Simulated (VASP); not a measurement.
# HfN (Fm-3m) in VASP: a series of runs

HfN is run at these levels: PBE; tasks: vibrations by perturbation theory.

All numbers are computed with VASP 6.6.1; they aren't measurements. Logs are shortened: lines on timing, memory, paths and dates and some standing lists are left out, and cuts for length are marked.

## (1) The cell of the first run

Symmetry: Fm-3m, No. 225, cubic system. Conventional cell: a = 4.429 Å, b = 4.429 Å, c = 4.429 Å, α = 90.00°, β = 90.00°, γ = 90.00°. Within 2.9 Å of Hf (site symmetry m-3m) lie 6 N at 2.21 Å. Within 2.9 Å of N (site symmetry m-3m) lie 6 Hf at 2.21 Å.

## (2) Vibrations by perturbation theory, PBE

Contents of INCAR:

```
SYSTEM = HfN
PREC = Accurate
ENCUT = 520
EDIFF = 1E-8
ISMEAR = -1
SIGMA = 0.15
LREAL = .FALSE.
LASPH = .TRUE.
NELM = 80
ALGO = Normal
ISIF = 2
LWAVE = .FALSE.
LCHARG = .TRUE.
GGA = PE
IBRION = 8
NSW = 1
```

Contents of KPOINTS:

```
regular mesh
0
G
  16 16 16
  0 0 0
```

Contents of POSCAR:

```
HfN
1.0
    0.0000000000      2.2143014125      2.2143014125
    2.2143014125      0.0000000000      2.2143014125
    2.2143014125      2.2143014125      0.0000000000
Hf N
1 1
Direct
    0.0000000000      0.0000000000      0.0000000000
    0.5000000000      0.5000000000      0.5000000000
```

Potentials or basis: VASP PAW PBE potentials, release 64 (Hf_pv, N).

The run is started by

```bash
$ cat potpaw_PBE.64/Hf_pv/POTCAR potpaw_PBE.64/N/POTCAR > POTCAR
$ mpirun -np 1 vasp_std > vasp.out
```

OUTCAR:

```text
SYSTEM = HfN
   PREC = Accurate
   ENCUT = 520
   EDIFF = 1E-8
   ISMEAR = -1
   LREAL = .FALSE.
   LASPH = .TRUE.
   NELM = 80
   ISIF = 2
   GGA = PE
   IBRION = 8
   NSW = 1

 ion  position               nearest neighbor table
   1  0.000  0.000  0.000-   2 2.21   2 2.21   2 2.21   2 2.21   2 2.21   2 2.21
   2  0.500  0.500  0.500-   1 2.21   1 2.21   1 2.21   1 2.21   1 2.21   1 2.21

  LATTYP: Found a face centered cubic cell.
 ALAT       =     4.4286028250

  Lattice vectors:

 A1 = (   0.0000000000,   2.2143014125,   2.2143014125)
 A2 = (   2.2143014125,   0.0000000000,   2.2143014125)
 A3 = (   2.2143014125,   2.2143014125,   0.0000000000)

Analysis of symmetry for initial positions (statically):
=====================================================================
 Subroutine PRICEL returns:
 Original cell was already a primitive cell.

 Routine SETGRP: Setting up the symmetry group for a
 face centered cubic supercell.

 Subroutine GETGRP returns: Found 48 space group operations
[... 9 lines left out ...]

 Routine SETGRP: Setting up the symmetry group for a
 face centered cubic supercell.

 Subroutine GETGRP returns: Found 48 space group operations
[... 11 lines left out ...]
                                     Primitive cell

  volume of cell :      21.7140

  direct lattice vectors                    reciprocal lattice vectors
     0.000000000  2.214301412  2.214301412    -0.225804851  0.225804851  0.225804851
     2.214301412  0.000000000  2.214301412     0.225804851 -0.225804851  0.225804851
     2.214301412  2.214301412  0.000000000     0.225804851  0.225804851 -0.225804851

  length of vectors
     3.131495089  3.131495089  3.131495089     0.391105474  0.391105474  0.391105474

  position of ions in fractional coordinates (direct lattice)
     0.000000000  0.000000000  0.000000000
     0.500000000  0.500000000  0.500000000

  ion indices of the primitive-cell ions
   primitive index   ion index
                 1           1
                 2           2

----------------------------------------------------------------------------------------

 KPOINTS: regular mesh

Automatic generation of k-mesh.
 Grid dimensions read from file:
 generate k-points for:   16   16   16

 Generating k-lattice:

  Cartesian coordinates                     Fractional coordinates (reciprocal lattice)
    -0.014112803  0.014112803  0.014112803     0.062500000  0.000000000  0.000000000
     0.014112803 -0.014112803  0.014112803     0.000000000  0.062500000  0.000000000
     0.014112803  0.014112803 -0.014112803     0.000000000  0.000000000  0.062500000

  Length of vectors
     0.024444092  0.024444092  0.024444092

  Shift w.r.t. Gamma in fractional coordinates (k-lattice)
     0.000000000  0.000000000  0.000000000

 Subroutine IBZKPT returns following result:
 ===========================================

 Found    145 irreducible k-points:

 Following reciprocal coordinates:
            Coordinates               Weight
  0.000000  0.000000  0.000000      1.000000
  0.062500  0.000000  0.000000      8.000000
  0.125000  0.000000  0.000000      8.000000
  0.187500  0.000000  0.000000      8.000000
  0.250000  0.000000  0.000000      8.000000
  0.312500  0.000000  0.000000      8.000000
[... 16 lines left out ...]
 -0.125000  0.062500  0.000000     24.000000
 -0.062500  0.062500  0.000000     12.000000
 [... further k-points ...]
   k-points           NKPTS =    145   k-points in BZ     NKDIM =    145   number of bands    NBANDS=     11
   number of dos      NEDOS =    301   number of ions     NIONS =      2
   total plane-waves  NPLWV =  13824
   dimension x,y,z NGX =    24 NGY =   24 NGZ =   24
   dimension x,y,z NGXF=    48 NGYF=   48 NGZF=   48
   ions per type =               1   1
   NGX,Y,Z   is equivalent  to a cutoff of  12.74, 12.74, 12.74 a.u.
[... 37 lines left out ...]
   LHFCALC =     F    Hartree Fock is set to
   AEXX    =    0.0000 exact exchange contribution
   IVDW    =     0    specifies the selected vdW correction
   LEPSILON=     F    determine dielectric tensor
   LRPA    =     F    only Hartree local field effects (RPA)
 non-spin polarized calculation
  energy-cutoff  :      520.00
  volume of cell :       21.71
 maximum number of plane-waves:       604
   NGX = 11   NGY = 11   NGZ = 11

--------------------------------------- Ionic step        1  -------------------------------------------

 number of electron      15.0000002 magnetization

 Free energy of the ion-electron system (eV)
  ---------------------------------------------------
  ext. energy  EPLUGINS =         0.00000000
  ---------------------------------------------------
  free energy    TOTEN  =       -21.67343069 eV

  energy without entropy =      -21.63298291  energy(sigma->0) =      -21.65320680

 E-fermi :   8.9367     XC(G=0): -13.0506

 val. band max:        8.9321222148   @ k =  -0.1250   0.0625   0.0000
 cond. band min:       8.9394617906   @ k =   0.3750   0.1250   0.0000
 fundamental gap:      0.0073395758
 Fermi energy:         8.9366937263

 k-point     1 :       0.0000    0.0000    0.0000
  band No.  band energies     occupation
      1     -21.9818      2.00000
      2     -21.9818      2.00000
      3     -21.9818      2.00000
      4      -8.9379      2.00000
      5       5.8310      2.00000
      6       5.8310      2.00000
      7       5.8310      2.00000
      8       8.5469      1.86155
      9       8.5469      1.86155
     10       8.5469      1.86155
     11      11.0474      0.00000
[... 309 lines left out ...]
 k-point    24 :      -0.0625    0.0625    0.0000
  band No.  band energies     occupation
      1     -22.1042      2.00000
      2     -22.0116      2.00000
      3     -21.9836      2.00000
      4      -8.6687      2.00000
      5       4.7778      2.00000
      6       5.1079      2.00000
      7       5.4553      2.00000
      8       8.7251      1.60768
      9       8.7330      1.59095
     10       9.2167      0.26784
     11      11.2937      0.00000

 [... further k-points ...]
[... 5 lines left out ...]
  --------------------------------------------------------------------------------------
  -------------------------------------------------------------------------------------
  Total        3.0464342      3.0464342      3.0464342      0.0000000      0.0000000     -0.0000000
  in kB      224.7823340    224.7823340    224.7823340      0.0000000      0.0000000     -0.0000000
  external PRESSURE =     224.7823340 kB  Pullay stress =       0.0000000 kB

 VOLUME and BASIS-vectors are now :
 -----------------------------------------------------------------------------
  energy-cutoff  :      520.00
  volume of cell :       21.71
      direct lattice vectors                 reciprocal lattice vectors
     0.000000000  2.214301412  2.214301412    -0.225804851  0.225804851  0.225804851
     2.214301412  0.000000000  2.214301412     0.225804851 -0.225804851  0.225804851
     2.214301412  2.214301412  0.000000000     0.225804851  0.225804851 -0.225804851

 POSITION                                       TOTAL-FORCE (eV/Angst)
 -----------------------------------------------------------------------------------
      0.00000      0.00000      0.00000        -0.000000     -0.000000     -0.000000
      2.21430      2.21430      2.21430         0.000000      0.000000      0.000000
 -----------------------------------------------------------------------------------
    total drift:                                0.000000     -0.000000     -0.000000

  FREE ENERGIE OF THE ION-ELECTRON SYSTEM (eV)
  ---------------------------------------------------
  free  energy   TOTEN  =       -21.6734306894 eV

  energy  without entropy=      -21.6329829149  energy(sigma->0) =      -21.65320680

[... ionic steps 2 to 3 ...]

--------------------------------------- Ionic step        4  -------------------------------------------

------------------------ aborting loop because EDIFF is reached ----------------------------------------

[... ionic steps 5 to 6 ...]

--------------------------------------- Ionic step        7  -------------------------------------------

 Free energy of the ion-electron system (eV)
  ---------------------------------------------------
  ---------------------------------------------------
  free energy    TOTEN  =        -0.23509012 eV

  energy without entropy =       -0.23509012

------------------------ aborting loop because EDIFF is reached ----------------------------------------

 INTERNAL STRAIN TENSOR  FOR ION    2  DIRECTION 1   (eV/Angst):
 -----------------------------------------------------------------------------
    -0.01479 -0.00000 -0.00000
    -0.00000  0.00480  0.00000
     0.00000  0.00000  0.00480

 INTERNAL STRAIN TENSOR FOR ION    2 for displacements in x,y,z  (eV/Angst):
          X           Y           Z          XY          YZ          ZX
  --------------------------------------------------------------------------------
  x     0.00000     0.00000     0.00000     0.00000     0.00000     0.00000
  y     0.00000     0.00000     0.00000     0.00000     0.00000     0.00000
  z     0.00000     0.00000     0.00000     0.00000     0.00000     0.00000

 SECOND DERIVATIVES (NOT SYMMETRIZED)
 ------------------------------------
               1X          1Y          1Z          2X          2Y          2Z
  1X   -14.838086    0.000000    0.000000   14.838086    0.000000    0.000000
  1Y     0.000000  -14.838086    0.000000    0.000000   14.838086    0.000000
  1Z     0.000000    0.000000  -14.838086    0.000000    0.000000   14.838086
  2X    14.844871    0.000000    0.000000  -14.844871    0.000000    0.000000
  2Y     0.000000   14.844871    0.000000    0.000000  -14.844871    0.000000
  2Z     0.000000    0.000000   14.844871    0.000000    0.000000  -14.844871

 Eigenvectors and eigenvalues of the dynamical matrix
 ----------------------------------------------------

   1 f  =   16.716697 THz   105.034102 2PiTHz  557.608975 cm-1    69.134671 meV
             X         Y         Z           dx          dy          dz
      0.000000  0.000000  0.000000     0.000000    0.000000   -0.269639
      2.214301  2.214301  2.214301     0.000000    0.000000    0.962962
[... 21 lines left out ...]
   6 f/i=    0.000992 THz     0.006234 2PiTHz    0.033094 cm-1     0.004103 meV
             X         Y         Z           dx          dy          dz
      0.000000  0.000000  0.000000    -0.018585   -0.127558   -0.954295
      2.214301  2.214301  2.214301    -0.005204   -0.035717   -0.267212

--------------------------------------------------------------------------------------------------------

 ELASTIC MODULI CONTR FROM IONIC RELAXATION (kBar)
 Direction    XX          YY          ZZ          XY          YZ          ZX
 --------------------------------------------------------------------------------
 XX           0.0000      0.0000      0.0000      0.0000      0.0000      0.0000
 YY           0.0000      0.0000      0.0000      0.0000      0.0000      0.0000
 ZZ           0.0000      0.0000      0.0000      0.0000      0.0000      0.0000
 XY           0.0000      0.0000      0.0000      0.0000      0.0000      0.0000
 YZ           0.0000      0.0000      0.0000      0.0000      0.0000      0.0000
 ZX           0.0000      0.0000      0.0000      0.0000      0.0000      0.0000
 --------------------------------------------------------------------------------
```

Run time: 99 s. Hardware: 1 thread of Intel Xeon 6975P-C (Granite Rapids), shared host; peak memory 0.35 GiB.

What came out:

| Quantity | Value |
| --- | --- |
| Highest phonon frequency at Γ, LO-TO splitting left out | 558 cm⁻¹ |

Phonon frequencies in cm⁻¹ (negative: imaginary):
```tsv
q point	frequencies
(0.000, 0.000, 0.000)	0 0 0 558 558 558
```

Caveat: the cell wasn't relaxed at this level first, which shifts response properties; spin-orbit coupling is left out, which moves the levels of the heavy elements.

## (3) Vibrations by perturbation theory, PBE

This run uses another cell than the first one, of 11.14 Å³/atom, 1.026 times its volume.

Contents of INCAR:

```
  PREC = Accurate
  ENCUT = 520
  EDIFF = 1E-8
  ISMEAR = -1
  SIGMA = 0.15
  LREAL = F
  LASPH = T
  NELM = 100
  ALGO = Normal
  ISIF = 2
  LWAVE = F
  LCHARG = F
  GGA = PE
  NBANDS = 14
  IBRION = 8
  NSW = 1
```

Contents of KPOINTS:

```
regular mesh
0
Gamma
  16 16 16
```

Contents of POSCAR:

```
HfN
1.0
    0.0000000000      2.2335617715      2.2335617715
    2.2335617715      0.0000000000      2.2335617715
    2.2335617715      2.2335617715      0.0000000000
Hf N
1 1
Direct
    0.0000000000      0.0000000000      0.0000000000
    0.5000000000      0.5000000000      0.5000000000
```

Potentials or basis: VASP PAW PBE potentials, release 64 (Hf_pv, N).

The run is started by

```bash
$ cat potpaw_PBE.64/Hf_pv/POTCAR potpaw_PBE.64/N/POTCAR > POTCAR
$ mpirun -np 1 vasp_std > vasp.out
```

OUTCAR:

```text
PREC = Accurate
   ENCUT = 520
   EDIFF = 1E-8
   ISMEAR = -1
   LREAL = F
   LASPH = T
   NELM = 100
   ISIF = 2
   GGA = PE
   IBRION = 8
   NSW = 1

 ion  position               nearest neighbor table
   1  0.000  0.000  0.000-   2 2.23   2 2.23   2 2.23   2 2.23   2 2.23   2 2.23
   2  0.500  0.500  0.500-   1 2.23   1 2.23   1 2.23   1 2.23   1 2.23   1 2.23

  LATTYP: Found a face centered cubic cell.
 ALAT       =     4.4671235430

  Lattice vectors:

 A1 = (   0.0000000000,   2.2335617715,   2.2335617715)
 A2 = (   2.2335617715,   0.0000000000,   2.2335617715)
 A3 = (   2.2335617715,   2.2335617715,   0.0000000000)

Analysis of symmetry for initial positions (statically):
=====================================================================
 Subroutine PRICEL returns:
 Original cell was already a primitive cell.

 Routine SETGRP: Setting up the symmetry group for a
 face centered cubic supercell.

 Subroutine GETGRP returns: Found 48 space group operations
[... 635 lines left out ...]
 -----------------------------------------------------------------------------
    -0.01659 -0.00000 -0.00000
    -0.00000  0.00599 -0.00000
    -0.00000 -0.00000  0.00599

 INTERNAL STRAIN TENSOR FOR ION    2 for displacements in x,y,z  (eV/Angst):
          X           Y           Z          XY          YZ          ZX
  --------------------------------------------------------------------------------
  x     0.00000     0.00000     0.00000     0.00000     0.00000     0.00000
  y     0.00000     0.00000     0.00000     0.00000     0.00000     0.00000
  z     0.00000     0.00000     0.00000     0.00000     0.00000     0.00000

 SECOND DERIVATIVES (NOT SYMMETRIZED)
 ------------------------------------
               1X          1Y          1Z          2X          2Y          2Z
  1X   -13.466977    0.000000    0.000000   13.466977    0.000000    0.000000
  1Y     0.000000  -13.466977    0.000000    0.000000   13.466977    0.000000
  1Z     0.000000    0.000000  -13.466977    0.000000    0.000000   13.466977
  2X    13.480326    0.000000    0.000000  -13.480326    0.000000    0.000000
  2Y     0.000000   13.480326    0.000000    0.000000  -13.480326    0.000000
  2Z     0.000000    0.000000   13.480326    0.000000    0.000000  -13.480326

 Eigenvectors and eigenvalues of the dynamical matrix
 ----------------------------------------------------

   1 f  =   15.929569 THz   100.088434 2PiTHz  531.353227 cm-1    65.879374 meV
             X         Y         Z           dx          dy          dz
      0.000000  0.000000  0.000000     0.000000    0.269572    0.000000
      2.233562  2.233562  2.233562     0.000000   -0.962980    0.000000
[... 21 lines left out ...]
   6 f/i=    0.002048 THz     0.012871 2PiTHz    0.068330 cm-1     0.008472 meV
             X         Y         Z           dx          dy          dz
      0.000000  0.000000  0.000000     0.000000   -0.962980    0.000000
      2.233562  2.233562  2.233562     0.000000   -0.269572    0.000000

--------------------------------------------------------------------------------------------------------

 ELASTIC MODULI CONTR FROM IONIC RELAXATION (kBar)
 Direction    XX          YY          ZZ          XY          YZ          ZX
 --------------------------------------------------------------------------------
 XX           0.0000      0.0000      0.0000      0.0000      0.0000      0.0000
 YY           0.0000      0.0000      0.0000      0.0000      0.0000      0.0000
 ZZ           0.0000      0.0000      0.0000      0.0000      0.0000      0.0000
 XY           0.0000      0.0000      0.0000      0.0000      0.0000      0.0000
 YZ           0.0000      0.0000      0.0000      0.0000      0.0000      0.0000
 ZX           0.0000      0.0000      0.0000      0.0000      0.0000      0.0000
 --------------------------------------------------------------------------------
```

OSZICAR:

```text
N       E                     dE             d eps       ncg     rms          rms(c)
DAV:   1     0.398247000073E+02    0.39825E+02   -0.78186E+03  4060   0.101E+03
DAV:   2    -0.227310449209E+02   -0.62556E+02   -0.58510E+02  5308   0.240E+02
DAV:   3    -0.247320040237E+02   -0.20010E+01   -0.19920E+01  4830   0.353E+01
[... 45 lines left out ...]
RMM:   8    -0.234585918022E+00   -0.45002E-05   -0.93498E-09 17264   0.680E-04    0.368E-04
RMM:   9    -0.234585979683E+00   -0.61661E-07   -0.81707E-09 17492   0.881E-05    0.107E-04
RMM:  10    -0.234585810494E+00    0.16919E-06    0.71465E-10 18343   0.178E-05    0.179E-05
RMM:  11    -0.234585780618E+00    0.29876E-07   -0.67132E-09 17239   0.443E-06    0.187E-05
RMM:  12    -0.234585795005E+00   -0.14387E-07   -0.49160E-09 14478   0.173E-06    0.332E-06
RMM:  13    -0.234585794539E+00    0.46589E-09   -0.15835E-09  9645   0.796E-07    0.153E-06
 Linear response finished
```

It took 1.9 min on 1 thread of Intel Xeon 6975P-C (Granite Rapids), shared host; peak memory 0.38 GiB.

Results:

* Highest phonon frequency at Γ, LO-TO splitting left out: 531 cm⁻¹

Phonon frequencies in cm⁻¹ (negative: imaginary):
| q point | frequencies |
| --- | --- |
| (0.000, 0.000, 0.000) | 0 0 0 531 531 531 |

Caveat: the cell wasn't relaxed at this level first, which shifts response properties; spin-orbit coupling is left out, which moves the levels of the heavy elements.
